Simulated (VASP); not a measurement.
# Eu3Si (Pm-3m) in VASP: a series of runs

Eu3Si is run at these levels: PBE+U; tasks: single point.

Everything below comes from runs of VASP 6.6.1. Logs are shortened: lines on timing, memory, paths and dates and some standing lists are left out, and cuts for length are marked.

## 1. The cell of the first run

The structure is cubic, space group Pm-3m (No. 221). Conventional cell: a = 4.907 Å, b = 4.907 Å, c = 4.907 Å, α = 90.00°, β = 90.00°, γ = 90.00°. Eu (site symmetry 4/mmm) has 8 Eu at 3.47 Å and 4 Si at 3.47 Å within 4.6 Å. Within 4.6 Å of Si (site symmetry m-3m) lie 12 Eu at 3.47 Å.

## 2. Single point, PBE+U, collinear spin (29.54 Å³/atom)

Contents of INCAR:

```
ALGO = Normal
EDIFF = 1E-6
ENCUT = 520
GGA = PE
ISIF = 2
ISMEAR = 0
ISPIN = 2
LASPH = True
LCHARG = True
LDAU = True
LDAUJ = 0 0
LDAUL = 3 -1
LDAUPRINT = 1
LDAUTYPE = 2
LDAUU = 6 0
LELF = True
LMAXMIX = 6
LORBIT = 11
LREAL = False
LVHAR = True
LWAVE = False
MAGMOM = 7.79 7.79 7.79 -0.19
NBANDS = 40
NELM = 150
PREC = Accurate
SIGMA = 0.05
```

Contents of KPOINTS:

```
k-points
0
Gamma
  6 6 6
```

Contents of POSCAR:

```
Eu3Si
1.0
    4.9072095056      0.0000000000      0.0000000000
    0.0000000000      4.9072095056      0.0000000000
    0.0000000000      0.0000000000      4.9072095056
Eu Si
3 1
Direct
    0.0000000000      0.5000000000      0.5000000000
    0.5000000000      0.5000000000      0.0000000000
    0.5000000000      0.0000000000      0.5000000000
    0.0000000000      0.0000000000      0.0000000000
```

Potentials or basis: VASP PAW PBE potentials, release 64 (Eu, Si).

Launch:

```console
$ cat potpaw_PBE.64/Eu/POTCAR potpaw_PBE.64/Si/POTCAR > POTCAR
$ mpirun -np 1 vasp_std > vasp.out
```

OUTCAR:

```text
EDIFF = 1E-6
   ENCUT = 520
   GGA = PE
   ISIF = 2
   ISMEAR = 0
   ISPIN = 2
   LASPH = True
   LORBIT = 11
   LREAL = False
   NELM = 150
   PREC = Accurate

 ion  position               nearest neighbor table
   1  0.000  0.500  0.500-   2 3.47   3 3.47   2 3.47   3 3.47   2 3.47   3 3.47   2 3.47   3 3.47

   2  0.500  0.500  0.000-   1 3.47   3 3.47   1 3.47   3 3.47   3 3.47   3 3.47   1 3.47   1 3.47

   3  0.500  0.000  0.500-   1 3.47   2 3.47   2 3.47   1 3.47   2 3.47   2 3.47   1 3.47   1 3.47

   4  0.000  0.000  0.000-

  LATTYP: Found a simple cubic cell.
 ALAT       =     4.9072095056

  Lattice vectors:

 A1 = (   4.9072095056,   0.0000000000,   0.0000000000)
 A2 = (   0.0000000000,   4.9072095056,   0.0000000000)
 A3 = (   0.0000000000,   0.0000000000,   4.9072095056)

Analysis of symmetry for initial positions (statically):
=====================================================================
 Subroutine PRICEL returns:
 Original cell was already a primitive cell.

 Routine SETGRP: Setting up the symmetry group for a
 simple cubic supercell.

 Subroutine GETGRP returns: Found 48 space group operations
 (whereof 48 operations were pure point group operations)
 out of a pool of 48 trial point group operations.

The static configuration has the point symmetry O_h .

Analysis of symmetry for dynamics (positions and initial velocities):
=====================================================================
 Subroutine PRICEL returns:
 Original cell was already a primitive cell.

 Routine SETGRP: Setting up the symmetry group for a
 simple cubic supercell.

 Subroutine GETGRP returns: Found 48 space group operations
 (whereof 48 operations were pure point group operations)
 out of a pool of 48 trial point group operations.

The dynamic configuration has the point symmetry O_h .

Analysis of structural, dynamic, and magnetic symmetry:
=====================================================================
 Subroutine PRICEL returns:
 Original cell was already a primitive cell.

 Routine SETGRP: Setting up the symmetry group for a
 simple cubic supercell.

 Subroutine GETGRP returns: Found 48 space group operations
 (whereof 48 operations were pure point group operations)
 out of a pool of 48 trial point group operations.

The overall configuration has the point symmetry O_h .

 Subroutine INISYM returns: Found 48 space group operations
 (whereof 48 operations are pure point group operations),
 and found     1 'primitive' translations

----------------------------------------------------------------------------------------

                                     Primitive cell

  volume of cell :     118.1691

  direct lattice vectors                    reciprocal lattice vectors
     4.907209506  0.000000000  0.000000000     0.203781803  0.000000000  0.000000000
     0.000000000  4.907209506  0.000000000     0.000000000  0.203781803  0.000000000
     0.000000000  0.000000000  4.907209506     0.000000000  0.000000000  0.203781803

  length of vectors
     4.907209506  4.907209506  4.907209506     0.203781803  0.203781803  0.203781803

  position of ions in fractional coordinates (direct lattice)
     0.000000000  0.500000000  0.500000000
     0.500000000  0.500000000  0.000000000
     0.500000000  0.000000000  0.500000000
     0.000000000  0.000000000  0.000000000

  ion indices of the primitive-cell ions
   primitive index   ion index
                 1           1
                 2           2
                 3           3
                 4           4

----------------------------------------------------------------------------------------

 KPOINTS: k-points

Automatic generation of k-mesh.
 Grid dimensions read from file:
 generate k-points for:    6    6    6

 Generating k-lattice:
[... 59 lines left out ...]
   EDIFFG = 0.1E-04   stopping-criterion for IOM
   NSW    =      0    number of steps for IOM
   IBRION =     -1    ionic relax: 0-MD 1-quasi-New 2-CG
   NFREE  =      0    steps in history (QN), initial steepest desc. (CG)
   ISIF   =      2    stress and relaxation
   ISYM   =      2    0-nonsym 1-usesym 2-fastsym
   POTIM  = 0.5000    time-step for ionic-motion
   TEBEG  =    0.0;   TEEND  =   0.0 temperature during run
   PSTRESS=    0.0 pullay stress
   NELECT =      55.0000    total number of electrons
   NUPDOWN=      -1.0000    fix difference up-down
   EMIN   =  10.00;   EMAX   =-10.00  energy-range for DOS
   EFERMI =   0.00;   METHOD = LEGACY
   ISMEAR =     0;   SIGMA  =   0.05  broadening in eV -4-tet -1-fermi 0-gaus
   EFERMI_NEDOS =   21; number of points for ismear=-14 and -15
   IALGO  =     38    algorithm
   IMIX   =      4    mixing-type and parameters
     AMIX     =   0.40;   BMIX     =  1.00
     AMIX_MAG =   1.60;   BMIX_MAG =  1.00
  volume/ion in A,a.u.               =      29.54       199.36
  Fermi-wavevector in a.u.,A,eV,Ry     =   1.268706  2.397507 21.900154  1.609616
  Thomas-Fermi vector in A             =   2.401787
   LORBIT       =     11    0 simple, 1 ext, 2 COOP (PROOUT), +10 PAW based schemes
 LDA+U is selected, type is set to LDAUTYPE =  2
   angular momentum for each species LDAUL =     3   -1
   U (eV)           for each species LDAUU =   6.0  0.0
   J (eV)           for each species LDAUJ =   0.0  0.0
   GGA     = PE    functional components
   LHFCALC =     F    Hartree Fock is set to
   AEXX    =    0.0000 exact exchange contribution
   IVDW    =     0    specifies the selected vdW correction
   LEPSILON=     F    determine dielectric tensor
   LRPA    =     F    only Hartree local field effects (RPA)
 spin polarized calculation
 Gauss-broadening in eV      SIGMA  =   0.05
  energy-cutoff  :      520.00
  volume of cell :      118.17
 maximum number of plane-waves:      3218
   NGX = 19   NGY = 19   NGZ = 19

atom =   1  type =  1  l = 3

 onsite density matrix

spin component  1
[... 103 lines left out ...]
  o =  0.0002  v =  0.0000  0.0000  0.0000  0.0000  0.0000  0.0000  0.0000 -0.6124  0.0000  0.7906  0.0000 -0.0000  0.0000  0.0000      0.0000  0.0000  0.0000  0.0000  0.0000  0.0000  0.0000  0.0000  0.0000  0.0000  0.0000  0.0000  0.0000  0.0000
  o =  0.0003  v =  0.0000  0.0000  0.0000  0.0000  0.0000  0.0000  0.0000  0.0000 -0.0000 -0.0000  0.8788  0.0007  0.4772 -0.0041      0.0000  0.0000  0.0000  0.0000  0.0000  0.0000  0.0000  0.0000  0.0000  0.0000  0.0000  0.0000  0.0000  0.0000
  o =  0.0003  v =  0.0000  0.0000  0.0000  0.0000  0.0000  0.0000  0.0000  0.0000  0.0000 -0.0000  0.0037 -0.1609  0.0020  0.9870      0.0000  0.0000  0.0000  0.0000  0.0000  0.0000  0.0000  0.0000  0.0000  0.0000  0.0000  0.0000  0.0000  0.0000
  o =  0.0006  v =  0.0000  0.0000  0.0000  0.0000  0.0000  0.0000  0.0000 -0.0000 -1.0000 -0.0000 -0.0000  0.0000  0.0000  0.0000      0.0000  0.0000  0.0000  0.0000  0.0000  0.0000  0.0000  0.0000  0.0000  0.0000  0.0000  0.0000  0.0000  0.0000
  o =  0.0007  v =  0.0000  0.0000  0.0000  0.0000  0.0000  0.0000  0.0000 -0.7906  0.0000 -0.6124  0.0000 -0.0000 -0.0000 -0.0000      0.0000  0.0000  0.0000  0.0000  0.0000  0.0000  0.0000  0.0000  0.0000  0.0000  0.0000  0.0000  0.0000  0.0000
  o =  0.0008  v =  0.0000  0.0000  0.0000  0.0000  0.0000  0.0000  0.0000  0.0000 -0.0000  0.0000  0.4772 -0.0014 -0.8788 -0.0002      0.0000  0.0000  0.0000  0.0000  0.0000  0.0000  0.0000  0.0000  0.0000  0.0000  0.0000  0.0000  0.0000  0.0000
  o =  0.0008  v =  0.0000  0.0000  0.0000  0.0000  0.0000  0.0000  0.0000 -0.0000  0.0000 -0.0000  0.0007  0.9870 -0.0013  0.1609      0.0000  0.0000  0.0000  0.0000  0.0000  0.0000  0.0000  0.0000  0.0000  0.0000  0.0000  0.0000  0.0000  0.0000
  o =  0.9666  v =  0.0000  1.0000 -0.0000 -0.0000 -0.0000 -0.0000  0.0000  0.0000  0.0000  0.0000  0.0000  0.0000  0.0000  0.0000      0.0000  0.0000  0.0000  0.0000  0.0000  0.0000  0.0000  0.0000  0.0000  0.0000  0.0000  0.0000  0.0000  0.0000
  o =  0.9683  v =  0.0000  0.0000  0.0000  0.2555  0.0273  0.1864 -0.9483  0.0000  0.0000  0.0000  0.0000  0.0000  0.0000  0.0000      0.0000  0.0000  0.0000  0.0000  0.0000  0.0000  0.0000  0.0000  0.0000  0.0000  0.0000  0.0000  0.0000  0.0000
  o =  0.9683  v =  0.0000  0.0000 -0.0000  0.7664 -0.0091  0.5591  0.3162  0.0000  0.0000  0.0000  0.0000  0.0000  0.0000  0.0000      0.0000  0.0000  0.0000  0.0000  0.0000  0.0000  0.0000  0.0000  0.0000  0.0000  0.0000  0.0000  0.0000  0.0000
  o =  0.9727  v = -0.6124  0.0000  0.7906 -0.0000 -0.0000  0.0000  0.0000  0.0000  0.0000  0.0000  0.0000  0.0000  0.0000  0.0000      0.0000  0.0000  0.0000  0.0000  0.0000  0.0000  0.0000  0.0000  0.0000  0.0000  0.0000  0.0000  0.0000  0.0000
  o =  0.9735  v =  0.0000 -0.0000 -0.0000 -0.0974 -0.9858  0.1335 -0.0284  0.0000  0.0000  0.0000  0.0000  0.0000  0.0000  0.0000      0.0000  0.0000  0.0000  0.0000  0.0000  0.0000  0.0000  0.0000  0.0000  0.0000  0.0000  0.0000  0.0000  0.0000
  o =  0.9735  v =  0.0000 -0.0000  0.0000  0.5813 -0.1652 -0.7968 -0.0048  0.0000  0.0000  0.0000  0.0000  0.0000  0.0000  0.0000      0.0000  0.0000  0.0000  0.0000  0.0000  0.0000  0.0000  0.0000  0.0000  0.0000  0.0000  0.0000  0.0000  0.0000
  o =  0.9739  v = -0.7906 -0.0000 -0.6124  0.0000  0.0000 -0.0000 -0.0000  0.0000  0.0000  0.0000  0.0000  0.0000  0.0000  0.0000      0.0000  0.0000  0.0000  0.0000  0.0000  0.0000  0.0000  0.0000  0.0000  0.0000  0.0000  0.0000  0.0000  0.0000

 number of electron      55.0000031 magnetization      21.6948674

 Free energy of the ion-electron system (eV)
  ---------------------------------------------------
  ext. energy  EPLUGINS =         0.00000000
  ---------------------------------------------------
  free energy    TOTEN  =       -38.18734846 eV

  energy without entropy =      -38.18452018  energy(sigma->0) =      -38.18593432

 E-fermi :   3.4428     XC(G=0):  -9.8027

 val. band max:        3.4383274504   @ k =   0.3333   0.3333   0.1667
 cond. band min:       3.5211049736   @ k =   0.1667   0.1667   0.1667
 fundamental gap:      0.0827775231
 Fermi energy:         3.4428140467

 spin component 1

 k-point     1 :       0.0000    0.0000    0.0000
  band No.  band energies     occupation
      1     -37.2649      1.00000
      2     -37.1120      1.00000
      3     -37.1120      1.00000
      4     -16.6510      1.00000
      5     -16.6510      1.00000
      6     -16.6510      1.00000
[... 829 lines left out ...]
     38       2.8246      1.00000
     39       2.8246      1.00000
 Fermi energy:         3.4428140467

 spin component 2

 k-point     1 :       0.0000    0.0000    0.0000
  band No.  band energies     occupation
      1     -34.1056      1.00000
      2     -33.9163      1.00000
      3     -33.9163      1.00000
      4     -14.4196      1.00000
      5     -14.4196      1.00000
      6     -14.4196      1.00000
[... 829 lines left out ...]
     38      11.7241      0.00000
     39      12.3303      0.00000
 [bands above 39 left out]

------------------------ aborting loop because EDIFF is reached ----------------------------------------

  FORCE on cell =-STRESS in cart. coord.  units (eV):
  Direction    XX          YY          ZZ          XY          YZ          ZX
  --------------------------------------------------------------------------------------
  -------------------------------------------------------------------------------------
  Total        1.2120488      1.2120488      1.2120488     -0.0000000      0.0000000     -0.0000000
  in kB       16.4333796     16.4333796     16.4333796     -0.0000000      0.0000000     -0.0000000
  external PRESSURE =      16.4333796 kB  Pullay stress =       0.0000000 kB

 VOLUME and BASIS-vectors are now :
 -----------------------------------------------------------------------------
  energy-cutoff  :      520.00
  volume of cell :      118.17
      direct lattice vectors                 reciprocal lattice vectors
     4.907209506  0.000000000  0.000000000     0.203781803  0.000000000  0.000000000
     0.000000000  4.907209506  0.000000000     0.000000000  0.203781803  0.000000000
     0.000000000  0.000000000  4.907209506     0.000000000  0.000000000  0.203781803

 POSITION                                       TOTAL-FORCE (eV/Angst)
 -----------------------------------------------------------------------------------
      0.00000      2.45360      2.45360         0.000000      0.000000      0.000000
      2.45360      2.45360      0.00000         0.000000      0.000000      0.000000
      2.45360      0.00000      2.45360         0.000000      0.000000      0.000000
      0.00000      0.00000      0.00000         0.000000      0.000000      0.000000
 -----------------------------------------------------------------------------------
    total drift:                                0.000000      0.000000      0.000000

  FREE ENERGIE OF THE ION-ELECTRON SYSTEM (eV)
  ---------------------------------------------------
  free  energy   TOTEN  =       -38.1873484582 eV

  energy  without entropy=      -38.1845201784  energy(sigma->0) =      -38.18593432

 total charge

# of ion       s       p       d       f       tot
--------------------------------------------------
    1        2.069   5.741   0.342   6.793  14.945
    2        2.069   5.741   0.342   6.793  14.945
    3        2.069   5.741   0.342   6.793  14.945
    4        0.765   0.808   0.000   0.000   1.573
--------------------------------------------------
tot          6.972  18.031   1.026  20.379  46.407

 magnetization (x)

# of ion       s       p       d       f       tot
--------------------------------------------------
    1        0.003  -0.103   0.120   6.786   6.806
    2        0.003  -0.103   0.120   6.786   6.806
    3        0.003  -0.103   0.120   6.786   6.806
    4       -0.016  -0.076   0.000   0.000  -0.092
--------------------------------------------------
tot         -0.008  -0.385   0.360  20.358  20.325
```

Run time: 6.2 min. Hardware: 1 thread of Intel Xeon Platinum 8488C (Sapphire Rapids), shared host; peak memory 0.34 GiB.

What came out:

```yaml
Free_energy: -38.1873 eV
Pressure: 1.6 GPa
Net_moment: 21.69 μB per cell
Site_moments: Eu +6.81; Si -0.09 μB
Valence_electrons_inside_the_program's_atomic_spheres: Eu 14.95; Si 1.57
```

Levels at points of the mesh, in eV from the Fermi level:
Spin up:
| k point | band 36 | band 37 | band 38 | band 39 | band 40 |
| --- | --- | --- | --- | --- | --- |
| (0.00, 0.00, 0.00) | -0.76 | -0.76 | -0.35 | -0.35 | -0.35 |
| (0.50, 0.00, 0.00) | -1.16 | -0.88 | -0.88 | 0.31 | 0.91 |
| (0.50, 0.50, 0.00) | -1.56 | -1.15 | -0.33 | 0.71 | 0.71 |
| (0.50, 0.50, 0.50) | -1.34 | -1.34 | -0.62 | -0.62 | -0.62 |
Spin down:
| k point | band 14 | band 15 | band 16 | band 17 | band 18 | band 19 | band 20 | band 21 |
| --- | --- | --- | --- | --- | --- | --- | --- | --- |
| (0.00, 0.00, 0.00) | -2.12 | -0.05 | -0.05 | 0.17 | 0.17 | 0.17 | 0.65 | 0.65 |
| (0.50, 0.00, 0.00) | -2.83 | -0.78 | -0.78 | -0.50 | 1.31 | 1.58 | 2.58 | 2.90 |
| (0.50, 0.50, 0.00) | -1.85 | -1.85 | -1.27 | 0.70 | 1.56 | 1.56 | 2.09 | 2.89 |
| (0.50, 0.50, 0.50) | -0.59 | -0.59 | -0.59 | -0.31 | -0.31 | -0.31 | 3.16 | 3.32 |

Eigenvalues of the final occupation matrices:
| site | spin | trace | eigenvalues |
| --- | --- | --- | --- |
| site 1 f | 1 | 6.80 | 0.97 0.97 0.97 0.97 0.97 0.97 0.97 |
| site 1 f | 2 | 0.00 | 0.00 0.00 0.00 0.00 0.00 0.00 0.00 |
| site 2 f | 1 | 6.80 | 0.97 0.97 0.97 0.97 0.97 0.97 0.97 |
| site 2 f | 2 | 0.00 | 0.00 0.00 0.00 0.00 0.00 0.00 0.00 |
| site 3 f | 1 | 6.80 | 0.97 0.97 0.97 0.97 0.97 0.97 0.97 |
| site 3 f | 2 | 0.00 | 0.00 0.00 0.00 0.00 0.00 0.00 0.00 |

Caveat: the highest band is partly filled, so the run has too few bands; spin-orbit coupling is left out, which moves the levels of the heavy elements.

(Part 1 of 2 ends here.)
